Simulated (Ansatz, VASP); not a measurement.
## One calculation of Sb, two programs

The input INCAR:

```
SYSTEM = Sb
PREC = Accurate
ENCUT = 520
EDIFF = 1E-7
ISMEAR = 0
SIGMA = 0.1
LREAL = .False.
LASPH = .True.
NELM = 60
ALGO = Normal
ISIF = 2
LWAVE = .False.
LCHARG = .False.
GGA = PE
NBANDS = 14
```

File KPOINTS:

```
regular mesh
0
Gamma
  6 6 4
  0 0 0
```

The input POSCAR:

```
Sb
1.0
    3.5998460100     -2.0284036100      0.0000000000
    3.5998460100      2.0284036100      0.0000000000
   -0.1492202000      0.0000000000      5.0190816200
Sb
3
Direct
    0.3176870000      0.3176870000      0.6840320200
    0.6823130000      0.6823130000      0.3159679800
    0.0000000000      0.0000000000      0.0000000000
```

Input for Ansatz:

```yaml
crystal:
  lattice:
    - [3.59984601, -2.02840361, 0.0]
    - [3.59984601, 2.02840361, 0.0]
    - [-0.1492202, 0.0, 5.01908162]
  atoms:
    - { symbol: Sb, position: [0.317687, 0.317687, 0.68403202] }
    - { symbol: Sb, position: [0.682313, 0.682313, 0.31596798] }
    - { symbol: Sb, position: [0.0, 0.0, 0.0] }
basis:
  ecutwfc: 420
kpoints:
  mp_grid: { grid: [6, 6, 4] }
hamiltonian:
  xc: pbe
scf:
  occupations: { method: gaussian, width: 0.1 }
  lower_state_search: "off"
output:
  forces: true
  stress: true
  eigenvalues: true
```

Alike in both runs: task single point; functional PBE; k mesh 6 × 6 × 4; occupations gaussian, width 0.1 eV; no spin polarisation.

|  | VASP | Ansatz |
| --- | --- | --- |
| version | VASP 6.6.1 | Ansatz 0.2.0 |
| potentials or method | VASP PAW PBE potentials, release 64 (Sb), cutoff 520 eV | scalar-relativistic, plane waves, PAW |
| valence electrons in the cell | 15 | 45 |

|  | VASP | Ansatz | Ansatz less VASP |
| --- | --- | --- | --- |
| gap on the k mesh at the Fermi level (eV) | none | none | - |
| pressure (GPa) | 19.9 | 19.6 | -0.28 |
| traceless stress, the component that is largest in VASP (GPa) | 0.42 | 0.44 | +0.019 |
| rms of the force components (eV/Å) | 0.652 | 0.642 | -0.0104 |

Atom by atom the forces differ by 0.010 eV/Å (rms over components). A gap of «none» marks a metal or a gap that the smearing closes. VASP's potentials hold 15 valence electrons a cell and Ansatz's 45, so a difference there can come from the potentials and not from the codes.

Neither program's run includes spin-orbit coupling.
